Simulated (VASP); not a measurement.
Input of a VASP 6.6.1 run:

The input INCAR:

```
PREC     = Accurate       # precision mode
ENCUT    = 520            # plane-wave cutoff, eV
EDIFF    = 1E-8           # SCF threshold, eV
ISMEAR   = -1             # smearing method
SIGMA    = 0.03           # smearing width, eV
LREAL    = F              # projectors in reciprocal space
LASPH    = T              # aspherical terms in the spheres
NELM     = 100            # most SCF steps
ALGO     = Normal         # electronic algorithm
ISIF     = 2              # what is computed and relaxed
LWAVE    = F              # write WAVECAR
LCHARG   = F              # write CHGCAR
GGA      = PS             # functional
LEFG     = T            
NBANDS   = 16             # bands
```

The input KPOINTS:

```
Automatic mesh
0
Gamma
  11 11 11
```

POSCAR

```
InP
1.0
    0.0000000000      2.8550000000      2.7693500000
    2.8550000000      0.0000000000      2.7693500000
    2.8550000000      2.8550000000      0.0000000000
In P
1 1
Direct
    0.0000000000      0.0000000000      0.0000000000
    0.5000000000      0.5000000000      0.5000000000
```

Potentials or basis: VASP PAW PBE potentials, release 64 (In_d, P).

Run with:

```sh
$ cat potpaw_PBE.64/In_d/POTCAR potpaw_PBE.64/P/POTCAR > POTCAR
$ mpirun -np 1 vasp_std > vasp.out
```

(1) Predict the pressure.

(2) What does it give for the band gap on the k mesh?

Results:

(1) -6.8 GPa.

(2) zero (band 9 reaches 6.51 eV, above the bottom of band 10 at 4.00 eV).

Caveat: the cell differs from its parent crystal (zz strain of -3 %); without QUAD_EFG the Cq values of the log hold for a quadrupole moment of 1 mb, not for the nuclei; the PAW data sets were made with another functional, which shifts forces and pressure a little; spin-orbit coupling is left out, which moves the levels of the heavy elements.
